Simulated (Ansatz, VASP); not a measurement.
**Two plane-wave programs on Pd2PtS3**

```
Pd Pt S
1.0
     6.31420    0.00000    0.00000
    -3.15710    5.46826    0.00000
     0.00000    0.00000    3.26120
Pd Pt S
2 1 3
Direct
  0.33333 0.66667 0.50000
  0.66667 0.33333 0.50000
  0.00000 0.00000 0.50000
  0.00000 0.50000 0.00000
  0.50000 0.00000 0.00000
  0.50000 0.50000 0.00000
```

Change from the starting cell: species swapped into the TmB2Rh3 type (P6/mmm, No. 191).

Alike in both runs: functional PBE; k mesh 6 × 6 × 10; occupations gaussian, width 0.1 eV; no spin polarisation.

Ansatz relaxed the structure, and its values are those at the end. VASP's run is a single point on that final structure, the one shown.

```csv
,VASP,Ansatz
version,VASP 6.6.1,Ansatz 0.2.0
potentials or method,"VASP PAW PBE potentials, release 64 (Pd, Pt, S), cutoff 520 eV","scalar-relativistic, plane waves, PAW"
valence electrons in the cell,48,72
```

|  | VASP | Ansatz | Ansatz less VASP |
| --- | --- | --- | --- |
| gap on the k mesh at the Fermi level (eV) | none | none | - |
| pressure (GPa) | -0.1 | 0.0 | +0.12 |

A gap of «none» marks a metal or a gap that the smearing closes. VASP's potentials hold 48 valence electrons a cell and Ansatz's 72, so a difference there can come from the potentials and not from the codes.

Neither program's run includes spin-orbit coupling.
